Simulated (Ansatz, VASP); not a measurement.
# SnSe: VASP beside Ansatz

INCAR

```
PREC = Accurate ; ENCUT = 520
EDIFF = 1E-6 ; ISMEAR = 0
SIGMA = 0.05 ; LREAL = F
LASPH = T ; NELM = 100
ALGO = Normal ; ISIF = 2
LWAVE = F ; LCHARG = F
NBANDS = 17
```

File KPOINTS:

```
Automatic mesh
0
Gamma
  10 10 10
```

POSCAR

```
SnSe
1.0
    0.0000000000      2.5741339284      3.8612008926
    2.5741339284      0.0000000000      3.8612008926
    2.5741339284      2.5741339284      0.0000000000
Sn Se
1 1
Direct
    0.0000000000      0.0000000000      0.0000000000
    0.5000000000      0.5000000000      0.5000000000
```

Input for Ansatz:

```yaml
crystal:
  lattice:
    - [0.0, 2.5741339284, 3.8612008926]
    - [2.5741339284, 0.0, 3.8612008926]
    - [2.5741339284, 2.5741339284, 0.0]
  atoms:
    - { symbol: Sn, position: [0.0, 0.0, 0.0] }
    - { symbol: Se, position: [0.5, 0.5, 0.5] }
basis:
  ecutwfc: 420
kpoints:
  mp_grid: { grid: [10, 10, 10] }
hamiltonian:
  xc: lda
scf:
  occupations: { method: gaussian, width: 0.05 }
output:
  forces: true
  stress: true
  eigenvalues: true
```

Alike in both runs: task single point; functional LDA; k mesh 10 × 10 × 10; occupations gaussian, width 0.05 eV; no spin polarisation.

```csv
,VASP,Ansatz
version,VASP 6.6.1,Ansatz 0.2.0
potentials or method,"VASP PAW LDA potentials, release 64 (Sn_d, Se), cutoff 520 eV","scalar-relativistic, plane waves, PAW"
valence electrons in the cell,20,30
```

|  | VASP | Ansatz | Ansatz less VASP |
| --- | --- | --- | --- |
| gap on the k mesh at the Fermi level (eV) | none | none | - |
| pressure (GPa) | 16.0 | 15.8 | -0.17 |
| traceless stress, the component that is largest in VASP (GPa) | -19.03 | -18.90 | +0.134 |

LDA's correlation is that of Perdew and Zunger in VASP and of Perdew and Wang (1992) in Ansatz. A gap of «none» marks a metal or a gap that the smearing closes. VASP's potentials hold 20 valence electrons a cell and Ansatz's 30, so a difference there can come from the potentials and not from the codes.
